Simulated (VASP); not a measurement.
# SiW12 in VASP: single point with PBE+D3(BJ)

Aim: the single point of SiW12 with PBE+D3(BJ).

All numbers are computed with VASP 6.6.1; they aren't measurements. Logs are shortened: lines on timing, memory, paths and dates and some standing lists are left out, and cuts for length are marked.

## Step 1: The cell of the first run

The cell holds a slab with vacuum, 13 atoms: a = 5.664 Å, b = 5.664 Å, c = 21.150 Å, α = 90.00°, β = 90.00°, γ = 90.00°.

## Step 2: Single point, PBE+D3(BJ)

The input, INCAR:

```
SYSTEM = SiW12
PREC = Accurate ; ENCUT = 520
EDIFF = 1E-7 ; ISMEAR = 0
SIGMA = 0.1 ; LREAL = .False.
LASPH = .True. ; NELM = 80
ALGO = Normal ; ISIF = 2
LWAVE = .False. ; LCHARG = .False.
LDIPOL = .True. ; IDIPOL = 3
DIPOL = 0.5 0.5 0.301 ; GGA = PE
IVDW = 12 ; NBANDS = 98
```

The input, KPOINTS:

```
Automatic mesh
0
Gamma
  5 5 1
  0 0 0
```

The input, POSCAR:

```
SiW12
1.0
    5.6644156868      0.0000000000      0.0000000000
    0.0000000000      5.6644156868      0.0000000000
    0.0000000000      0.0000000000     21.1500668291
W Si
12 1
Direct
    0.2500000000      0.2500000000      0.1891246979
    0.2500000000      0.7500000000      0.1891246979
    0.7500000000      0.2500000000      0.1891246979
    0.7500000000      0.7500000000      0.1891246979
    0.0000000000      0.0000000000      0.2848852803
    0.0000000000      0.5000000000      0.2848852803
    0.5000000000      0.0000000000      0.2848852803
    0.5000000000      0.5000000000      0.2848852803
    0.2500000000      0.2500000000      0.3806166143
    0.2500000000      0.7500000000      0.3806166143
    0.7500000000      0.2500000000      0.3806166143
    0.7500000000      0.7500000000      0.3806166143
    0.2500000000      0.5000000000      0.4988195505
```

Potentials or basis: VASP PAW PBE potentials, release 64 (W_sv, Si).

Run with:

```bash
cat potpaw_PBE.64/W_sv/POTCAR potpaw_PBE.64/Si/POTCAR > POTCAR
mpirun -np 1 vasp_std > vasp.out
```

OUTCAR:

```text
SYSTEM = SiW12
   PREC = Accurate
   ENCUT = 520
   EDIFF = 1E-7
   ISMEAR = 0
   LREAL = .False.
   LASPH = .True.
   NELM = 80
   ISIF = 2
   GGA = PE
   IVDW = 12
 IVDW          = 12

 ion  position               nearest neighbor table
   1  0.250  0.250  0.189-   2 2.83   3 2.83   2 2.83   3 2.83   7 2.85   8 2.85   5 2.85   6 2.85

   2  0.250  0.750  0.189-   1 2.83   4 2.83   1 2.83   4 2.83   7 2.85   8 2.85   5 2.85   6 2.85

   3  0.750  0.250  0.189-   1 2.83   4 2.83   4 2.83   1 2.83   7 2.85   8 2.85   5 2.85   6 2.85
[... 4 lines left out ...]
                             1 2.85   2 2.85   3 2.85   4 2.85
   6  0.000  0.500  0.285-   5 2.83   8 2.83   5 2.83   8 2.83  11 2.85  12 2.85   9 2.85  10 2.85
                             1 2.85   2 2.85   3 2.85   4 2.85
   7  0.500  0.000  0.285-   5 2.83   8 2.83   8 2.83   5 2.83  11 2.85  12 2.85   9 2.85  10 2.85
                             1 2.85   2 2.85   3 2.85   4 2.85
   8  0.500  0.500  0.285-   6 2.83   7 2.83   7 2.83   6 2.83  11 2.85  12 2.85   9 2.85  10 2.85
                             1 2.85   2 2.85   3 2.85   4 2.85
   9  0.250  0.250  0.381-  10 2.83  11 2.83  10 2.83  11 2.83   5 2.85   6 2.85   7 2.85   8 2.85
                            13 2.87
  10  0.250  0.750  0.381-   9 2.83  12 2.83   9 2.83  12 2.83   5 2.85   6 2.85   7 2.85   8 2.85
                            13 2.87
  11  0.750  0.250  0.381-   9 2.83  12 2.83  12 2.83   9 2.83   5 2.85   6 2.85   7 2.85   8 2.85

  12  0.750  0.750  0.381-  10 2.83  11 2.83  11 2.83  10 2.83   5 2.85   6 2.85   7 2.85   8 2.85

  13  0.250  0.500  0.499-   9 2.87  10 2.87

  LATTYP: Found a simple tetragonal cell.
 ALAT       =     5.6644156868
 C/A-ratio  =     3.7338479375

  Lattice vectors:

 A1 = (   5.6644156868,   0.0000000000,   0.0000000000)
 A2 = (   0.0000000000,   5.6644156868,   0.0000000000)
 A3 = (   0.0000000000,   0.0000000000,  21.1500668291)

Analysis of symmetry for initial positions (statically):
=====================================================================
 Subroutine PRICEL returns:
 Original cell was already a primitive cell.

 Routine SETGRP: Setting up the symmetry group for a
 simple tetragonal supercell.

 Subroutine GETGRP returns: Found  4 space group operations
 (whereof  2 operations were pure point group operations)
 out of a pool of 16 trial point group operations.

The static configuration has the point symmetry C_1h.
 The point group associated with its full space group is C_2v.

Analysis of symmetry for dynamics (positions and initial velocities):
=====================================================================
 Subroutine PRICEL returns:
 Original cell was already a primitive cell.

 Routine SETGRP: Setting up the symmetry group for a
[... 138 lines left out ...]
   GGA     = PE    functional components
   LHFCALC =     F    Hartree Fock is set to
   AEXX    =    0.0000 exact exchange contribution
   IVDW    =    12    specifies the selected vdW correction
   LEPSILON=     F    determine dielectric tensor
   LRPA    =     F    only Hartree local field effects (RPA)
 non-spin polarized calculation
 Gauss-broadening in eV      SIGMA  =   0.10
  energy-cutoff  :      520.00
  volume of cell :      678.61
 maximum number of plane-waves:     18347
 NGX is ok and might be reduce to    42
   NGX = 21   NGY = 21   NGZ = 79

 dipolmoment           0.000000      0.000000     -0.010706 electrons x Angstroem

 number of electron     171.9999987 magnetization

 dipolmoment           0.000000      0.000000      0.036261 electrons x Angstroem

 Free energy of the ion-electron system (eV)
  ---------------------------------------------------
  ext. energy  EPLUGINS =         0.00000000
  ---------------------------------------------------
  free energy    TOTEN  =      -141.42897403 eV

  energy without entropy =     -141.31288461  energy(sigma->0) =     -141.37092932

 E-fermi :   0.1526     XC(G=0):  -5.3522

 val. band max:        0.1464385784   @ k =   0.4000   0.0000   0.0000
 cond. band min:       0.1625788429   @ k =  -0.2000   0.4000   0.0000
 fundamental gap:      0.0161402646
 Fermi energy:         0.1526468488

 k-point     1 :       0.0000    0.0000    0.0000
  band No.  band energies     occupation
      1     -73.7865      2.00000
      2     -73.7390      2.00000
      3     -73.7334      2.00000
      4     -73.6811      2.00000
      5     -73.6775      2.00000
      6     -73.6772      2.00000
[... 898 lines left out ...]
     97       1.0971      0.00000
     98       1.2778      0.00000

------------------------ aborting loop because EDIFF is reached ----------------------------------------

 vacuum level on the upper side and lower side of the slab       (xc-potential included)        -0.008        -0.180

 Edisp (eV)   -5.19335

 E8    (eV) :    -2.7514

  FORCE on cell =-STRESS in cart. coord.  units (eV):
  Direction    XX          YY          ZZ          XY          YZ          ZX
  --------------------------------------------------------------------------------------
  -------------------------------------------------------------------------------------
  Total     -36.27899   -35.30080    -5.29798     0.00000     0.00000     0.00000
  in kB     -85.65323   -83.34376   -12.50832     0.00000     0.00000     0.00000
  external pressure =      -60.50 kB  Pullay stress =        0.00 kB

 VOLUME and BASIS-vectors are now :
 -----------------------------------------------------------------------------
  energy-cutoff  :      520.00
  volume of cell :      678.61
      direct lattice vectors                 reciprocal lattice vectors
     5.664415687  0.000000000  0.000000000     0.176540716  0.000000000  0.000000000
     0.000000000  5.664415687  0.000000000     0.000000000  0.176540716  0.000000000
     0.000000000  0.000000000 21.150066829     0.000000000  0.000000000  0.047281174

 POSITION                                       TOTAL-FORCE (eV/Angst)
 -----------------------------------------------------------------------------------
      1.41610      1.41610      4.00000         0.000000     -0.123527      0.141242
      1.41610      4.24831      4.00000         0.000000      0.123527      0.141242
      4.24831      1.41610      4.00000         0.000000      0.054437     -0.042380
      4.24831      4.24831      4.00000         0.000000     -0.054437     -0.042380
      0.00000      0.00000      6.02534        -0.112875      0.000000     -0.355798
      0.00000      2.83221      6.02534        -0.261125      0.000000     -0.266040
      2.83221      0.00000      6.02534         0.112875      0.000000     -0.355798
      2.83221      2.83221      6.02534         0.261125      0.000000     -0.266040
      1.41610      1.41610      8.05007         0.000000      0.302311      1.482383
      1.41610      4.24831      8.05007         0.000000     -0.302311      1.482383
      4.24831      1.41610      8.05007         0.000000      0.152013      0.403991
      4.24831      4.24831      8.05007         0.000000     -0.152013      0.403991
      1.41610      2.83221     10.55007         0.000000      0.000000     -2.726795
 -----------------------------------------------------------------------------------
    total drift:                                0.000000      0.000000      0.000060

  FREE ENERGIE OF THE ION-ELECTRON SYSTEM (eV)
  ---------------------------------------------------
  free  energy   TOTEN  =      -146.6223242121 eV

  energy  without entropy=     -146.5062347885  energy(sigma->0) =     -146.56427950

 vacuum level on the upper side and lower side of the slab         4.919         4.744
```

stdout:

```text
POSCAR found type information on POSCAR W Si
 POSCAR found :  2 types and      13 ions
 scaLAPACK will be used
 LDA part: xc-table for (Slater+PW92), standard interpolation
 POSCAR, INCAR and KPOINTS ok, starting setup
 FFT: planning ... GRIDC
 FFT: planning ... GRID_SOFT
 FFT: planning ... GRID
 WAVECAR not read
 entering main loop
```

It took 19 min on 1 thread of Intel Xeon 6975P-C (Granite Rapids), shared host; peak memory 0.82 GiB.

What came out:

```yaml
Free_energy: -146.6223 eV
Largest_force: 2.727 eV/Å
Band_gap_on_the_k_mesh: zero (band 86 reaches 0.30 eV, above the bottom of band 87 at -0.02 eV)
Dispersion_energy_per_atom: -0.399 eV
```

Forces on the atoms (eV/Å):
```
W    0.000 -0.124  0.141
W    0.000  0.124  0.141
W    0.000  0.054 -0.042
W    0.000 -0.054 -0.042
W   -0.113  0.000 -0.356
W   -0.261  0.000 -0.266
W    0.113  0.000 -0.356
W    0.261  0.000 -0.266
W    0.000  0.302  1.482
W    0.000 -0.302  1.482
W    0.000  0.152  0.404
W    0.000 -0.152  0.404
Si   0.000  0.000 -2.727
```

Caveat: spin-orbit coupling is left out, which moves the levels of the heavy elements.
